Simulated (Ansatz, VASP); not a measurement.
## Two plane-wave programs on As

INCAR

```
SYSTEM = As
PREC = Accurate
ENCUT = 520
EDIFF = 1E-7
ISMEAR = 0
SIGMA = 0.1
LREAL = .False.
LASPH = .True.
NELM = 80
ALGO = Normal
ISIF = 2
LWAVE = .False.
LCHARG = .False.
GGA = PE
NBANDS = 30
```

File KPOINTS:

```
regular mesh
0
Gamma
  4 2 1
  0 0 0
```

POSCAR

```
As
1.0
    1.8041395574     -3.1248613774      0.0000000000
   -5.4124186722     -3.1248613774      0.0000000000
    0.0000000000      0.0000000000    -12.0291915137
As
8
Direct
    0.0000000000      0.0000000000      0.2003335126
    0.5000000000      0.5000000000      0.2003335126
    0.0000000000      0.0000000000      0.7996664874
    0.5000000000      0.5000000000      0.7996664874
    0.5000000000      0.8333333333      0.3159339450
    1.0000000000      0.3333333333      0.3159339450
    0.0000000000      0.6666666667      0.6840660550
    0.5000000000      0.1666666667      0.6840660550
```

Input for Ansatz:

```yaml
crystal:
  lattice:
    - [1.8041395574, -3.1248613774, 0.0]
    - [-5.4124186722, -3.1248613774, 0.0]
    - [0.0, 0.0, -12.0291915137]
  atoms:
    - { symbol: As, position: [0.0, 0.0, 0.2003335126] }
    - { symbol: As, position: [0.5, 0.5, 0.2003335126] }
    - { symbol: As, position: [0.0, 0.0, 0.7996664874] }
    - { symbol: As, position: [0.5, 0.5, 0.7996664874] }
    - { symbol: As, position: [0.5, 0.8333333333, 0.315933945] }
    - { symbol: As, position: [1.0, 0.3333333333, 0.315933945] }
    - { symbol: As, position: [0.0, 0.6666666667, 0.684066055] }
    - { symbol: As, position: [0.5, 0.1666666667, 0.684066055] }
basis:
  ecutwfc: 420
kpoints:
  mp_grid: { grid: [4, 2, 1] }
hamiltonian:
  xc: pbe
scf:
  occupations: { method: gaussian, width: 0.1 }
  lower_state_search: "off"
output:
  forces: true
  stress: true
  eigenvalues: true
```

Alike in both runs: task single point; functional PBE; k mesh 4 × 2 × 1; occupations gaussian, width 0.1 eV; no spin polarisation.

```csv
,VASP,Ansatz
version,VASP 6.6.1,Ansatz 0.2.0
potentials or method,"VASP PAW PBE potentials, release 64 (As), cutoff 520 eV","scalar-relativistic, plane waves, PAW"
valence electrons in the cell,40,120
```

|  | VASP | Ansatz | Ansatz less VASP |
| --- | --- | --- | --- |
| gap on the k mesh at the Fermi level (eV) | 1.60 | 1.63 | +0.024 |
| least direct gap on the mesh (eV) | 1.69 | 1.72 | +0.039 |
| pressure (GPa) | 0.4 | 0.2 | -0.22 |
| traceless stress, the component that is largest in VASP (GPa) | -0.65 | -0.64 | +0.003 |
| rms of the force components (eV/Å) | 0.056 | 0.014 | -0.0424 |

Atom by atom the forces differ by 0.051 eV/Å (rms over components). VASP's potentials hold 40 valence electrons a cell and Ansatz's 120, so a difference there can come from the potentials and not from the codes.

The k mesh is coarse, so the values compare programs but aren't converged.
